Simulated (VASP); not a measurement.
# BAs (F-43m) in VASP: a series of runs, part 2 of 2

VASP 6.6.1. Earlier steps stand in the parts before.

### 3 Single point, PBEsol, collinear spin, ferromagnetic start (volume scaled by 1.02)

File INCAR:

```
SYSTEM = BAs
PREC = Accurate ; ENCUT = 520
EDIFF = 1E-6 ; ISMEAR = -1
SIGMA = 0.15 ; LREAL = .False.
LASPH = .True. ; NELM = 150
ALGO = Normal ; ISIF = 2
LWAVE = .False. ; LCHARG = .False.
ISPIN = 2 ; MAGMOM = 0.5 0
LORBIT = 11 ; GGA = PS
NBANDS = 15
```

File KPOINTS:

```
Automatic mesh
0
Gamma
  10 10 10
  0 0 0
```

File POSCAR:

```
BAs
1.0
    0.0000000000      2.4043183418      2.4043183418
    2.4043183418      0.0000000000      2.4043183418
    2.4043183418      2.4043183418      0.0000000000
As B
1 1
Direct
    0.7500000000      0.7500000000      0.7500000000
    0.0000000000      0.0000000000      0.0000000000
```

Potentials or basis: VASP PAW PBE potentials, release 64 (As, B).

Launch:

```
> cat potpaw_PBE.64/As/POTCAR potpaw_PBE.64/B/POTCAR > POTCAR
> mpirun -np 1 vasp_std > vasp.out
```

OUTCAR:

```text
SYSTEM = BAs
   PREC = Accurate
   ENCUT = 520
   EDIFF = 1E-6
   ISMEAR = -1
   LREAL = .False.
   LASPH = .True.
   NELM = 150
   ISIF = 2
   ISPIN = 2
   LORBIT = 11
   GGA = PS

 ion  position               nearest neighbor table
   1  0.750  0.750  0.750-   2 2.08   2 2.08   2 2.08   2 2.08
   2  0.000  0.000  0.000-   1 2.08   1 2.08   1 2.08   1 2.08

  LATTYP: Found a face centered cubic cell.
 ALAT       =     4.8086366836

  Lattice vectors:

 A1 = (   0.0000000000,   2.4043183418,   2.4043183418)
 A2 = (   2.4043183418,   0.0000000000,   2.4043183418)
 A3 = (   2.4043183418,   2.4043183418,   0.0000000000)

Analysis of symmetry for initial positions (statically):
=====================================================================
 Subroutine PRICEL returns:
 Original cell was already a primitive cell.

 Routine SETGRP: Setting up the symmetry group for a
 face centered cubic supercell.

 Subroutine GETGRP returns: Found 24 space group operations
 (whereof 24 operations were pure point group operations)
 out of a pool of 48 trial point group operations.

The static configuration has the point symmetry T_d .

Analysis of symmetry for dynamics (positions and initial velocities):
=====================================================================
 Subroutine PRICEL returns:
 Original cell was already a primitive cell.

 Routine SETGRP: Setting up the symmetry group for a
 face centered cubic supercell.

 Subroutine GETGRP returns: Found 24 space group operations
 (whereof 24 operations were pure point group operations)
 out of a pool of 48 trial point group operations.

The dynamic configuration has the point symmetry T_d .

Analysis of structural, dynamic, and magnetic symmetry:
=====================================================================
 Subroutine PRICEL returns:
 Original cell was already a primitive cell.

 Routine SETGRP: Setting up the symmetry group for a
 face centered cubic supercell.

 Subroutine GETGRP returns: Found 24 space group operations
 (whereof 24 operations were pure point group operations)
 out of a pool of 48 trial point group operations.

[... 174 lines left out ...]
     14      19.9651      0.00000
[... 403 lines left out ...]
      4       2.3892      1.00000
      5       7.4432      0.00062
      6       9.1122      0.00000
      7      14.4884      0.00000
      8      14.7390      0.00000
      9      17.6428      0.00000
     10      21.2564      0.00000
     11      21.5396      0.00000
     12      24.2538      0.00000
     13      24.7496      0.00000
     14      26.1991      0.00000
     15      26.6000      0.00000

 [... further k-points ...]

 spin component 2

 k-point     1 :       0.0000    0.0000    0.0000
  band No.  band energies     occupation
      1      -9.4307      1.00000
      2       5.8269      0.96758
      3       5.8269      0.96758
      4       5.8269      0.96758
      5       9.0427      0.00000
      6       9.0427      0.00000
      7       9.0427      0.00000
      8      10.2586      0.00000
      9      15.0770      0.00000
     10      18.6769      0.00000
     11      18.6769      0.00000
     12      19.9653      0.00000
     13      19.9653      0.00000
     14      19.9653      0.00000
[... 403 lines left out ...]
      4       2.3892      1.00000
      5       7.4433      0.00062
      6       9.1123      0.00000
      7      14.4884      0.00000
      8      14.7390      0.00000
      9      17.6429      0.00000
     10      21.2567      0.00000
     11      21.5396      0.00000
     12      24.2540      0.00000
     13      24.7497      0.00000
     14      26.1992      0.00000
     15      26.6001      0.00000

 [... further k-points ...]
[... 5 lines left out ...]
  --------------------------------------------------------------------------------------
  -------------------------------------------------------------------------------------
  Total       -0.4516861     -0.4516861     -0.4516861      0.0000000      0.0000000     -0.0000000
  in kB      -26.0340327    -26.0340327    -26.0340327      0.0000000      0.0000000     -0.0000000
  external PRESSURE =     -26.0340327 kB  Pullay stress =       0.0000000 kB

 VOLUME and BASIS-vectors are now :
 -----------------------------------------------------------------------------
  energy-cutoff  :      520.00
  volume of cell :       27.80
      direct lattice vectors                 reciprocal lattice vectors
     0.000000000  2.404318342  2.404318342    -0.207959151  0.207959151  0.207959151
     2.404318342  0.000000000  2.404318342     0.207959151 -0.207959151  0.207959151
     2.404318342  2.404318342  0.000000000     0.207959151  0.207959151 -0.207959151

 POSITION                                       TOTAL-FORCE (eV/Angst)
 -----------------------------------------------------------------------------------
      3.60648      3.60648      3.60648         0.000000     -0.000000     -0.000000
      0.00000      0.00000      0.00000        -0.000000      0.000000      0.000000
 -----------------------------------------------------------------------------------
    total drift:                                0.000000      0.000000      0.000000

  FREE ENERGIE OF THE ION-ELECTRON SYSTEM (eV)
  ---------------------------------------------------
  free  energy   TOTEN  =       -12.1997128755 eV

  energy  without entropy=      -12.1988826575  energy(sigma->0) =      -12.19929777

 total charge

# of ion       s       p       d       tot
------------------------------------------
    1        1.176   1.648   0.084   2.908
    2        0.652   1.149   0.000   1.800
--------------------------------------------------
tot          1.828   2.796   0.084   4.708

 magnetization (x)

# of ion       s       p       d       tot
------------------------------------------
    1        0.000   0.000  -0.000   0.000
    2       -0.000  -0.000   0.000  -0.000
--------------------------------------------------
tot          0.000  -0.000  -0.000   0.000
```

stdout:

```text
POSCAR found type information on POSCAR AsB
 POSCAR found :  2 types and       2 ions
 scaLAPACK will be used
 -----------------------------------------------------------------------------
|                                                                             |
|                                                                             |
|     You enforced a specific xc type in the INCAR file but a different       |
|     I HOPE YOU KNOW WHAT YOU ARE DOING!                                     |
|                                                                             |
 -----------------------------------------------------------------------------

 LDA part: xc-table for (Slater+PW92), standard interpolation
 POSCAR, INCAR and KPOINTS ok, starting setup
 FFT: planning ... GRIDC
 FFT: planning ... GRID_SOFT
 FFT: planning ... GRID
 WAVECAR not read
 entering main loop
```

Wall time 23 s (1 thread of Intel Xeon Platinum 8488C (Sapphire Rapids), shared host); peak memory 0.18 GiB.

What came out:

| Item | Value |
| --- | --- |
| Free energy | -12.1997 eV |
| Pressure | -2.6 GPa |
| Band gap on the k mesh | 1.10 eV, indirect (least direct gap 3.22 eV) |
| Net moment | 0.00 μB per cell |
| Valence electrons inside the program's atomic spheres | As 2.91; B 1.80 |

Caveat: the PAW data sets were made with another functional, which shifts forces and pressure a little. A k mesh can miss the band edges.

### 4 Single point, PBEsol, collinear spin, ferromagnetic start (volume scaled by 1.04)

File INCAR:

```
PREC     = Accurate       # precision mode
ENCUT    = 520            # plane-wave cutoff, eV
EDIFF    = 1E-7           # SCF threshold, eV
ISMEAR   = -1             # smearing method
SIGMA    = 0.15           # smearing width, eV
LREAL    = False          # projectors in reciprocal space
LASPH    = True           # aspherical terms in the spheres
NELM     = 150            # most SCF steps
ALGO     = Normal         # electronic algorithm
ISIF     = 2              # what is computed and relaxed
LWAVE    = False          # write WAVECAR
LCHARG   = True           # write CHGCAR
ISPIN    = 2              # spin polarisation
MAGMOM   = 0.5 0          # initial moments
LORBIT   = 11             # projections on sites
GGA      = PS             # functional
LELF     = True           # ELF
LVHAR    = True         
NBANDS   = 15             # bands
```

File KPOINTS:

```
Automatic mesh
0
Gamma
  10 10 10
```

File POSCAR:

```
BAs
1.0
    0.0000000000      2.4199312360      2.4199312360
    2.4199312360      0.0000000000      2.4199312360
    2.4199312360      2.4199312360      0.0000000000
As B
1 1
Direct
    0.7500000000      0.7500000000      0.7500000000
    0.0000000000      0.0000000000      0.0000000000
```

Launch:

```
> cat potpaw_PBE.64/As/POTCAR potpaw_PBE.64/B/POTCAR > POTCAR
> mpirun -np 1 vasp_std > vasp.out
```

Wall time 26 s (1 thread of Intel Xeon Platinum 8488C (Sapphire Rapids), shared host); peak memory 0.19 GiB.

It converged, with:

| Item | Value |
| --- | --- |
| Free energy | -12.1867 eV |
| Pressure | -5.0 GPa |
| Band gap on the k mesh | 1.11 eV, indirect (least direct gap 3.19 eV) |
| Net moment | 0.00 μB per cell |
| Valence electrons inside the program's atomic spheres | As 2.89; B 1.78 |

Levels at points of the mesh, in eV from the valence-band top:
Spin up:
```
           k point  band 1  band 2  band 3  band 4  band 5  band 6  band 7  band 8
(0.00, 0.00, 0.00)  -15.08    0.00    0.00    0.00    3.19    3.19    3.19    4.19
(0.50, 0.00, 0.00)  -12.34   -8.55   -1.76   -1.76    2.43    4.68    4.68    8.63
(0.50, 0.50, 0.00)  -11.09   -8.32   -3.94   -3.94    1.35    1.39   10.97   10.97
```
Spin down:
```tsv
k point	band 1	band 2	band 3	band 4	band 5	band 6	band 7	band 8
(0.00, 0.00, 0.00)	-15.08	0.00	0.00	0.00	3.19	3.19	3.19	4.19
(0.50, 0.00, 0.00)	-12.34	-8.55	-1.76	-1.76	2.43	4.68	4.68	8.63
(0.50, 0.50, 0.00)	-11.09	-8.32	-3.94	-3.94	1.35	1.39	10.97	10.97
```

Caveat: the PAW data sets were made with another functional, which shifts forces and pressure a little.

### 5 Overview

```csv
cell,gap on the mesh (eV),pressure (GPa),moment (μB)
"a = 3.378 Å, angles 60.0°, 2 atoms",1.08,0.1,0.00
"a = 3.400 Å, angles 60.0°, 2 atoms",1.10,-2.6,0.00
"a = 3.422 Å, angles 60.0°, 2 atoms",1.11,-5.0,0.00
```

Alike in all rows: task single point; level PBEsol; potentials or basis VASP PAW PBE potentials, release 64 (As, B); spin collinear, ferromagnetic start; k mesh 10 × 10 × 10; cutoff (eV) 520; smearing fermi-dirac 0.15 eV.

Caveats: the PAW data sets were made with another functional, which shifts forces and pressure a little.

Absolute energies hang on the potentials; compare differences alone.
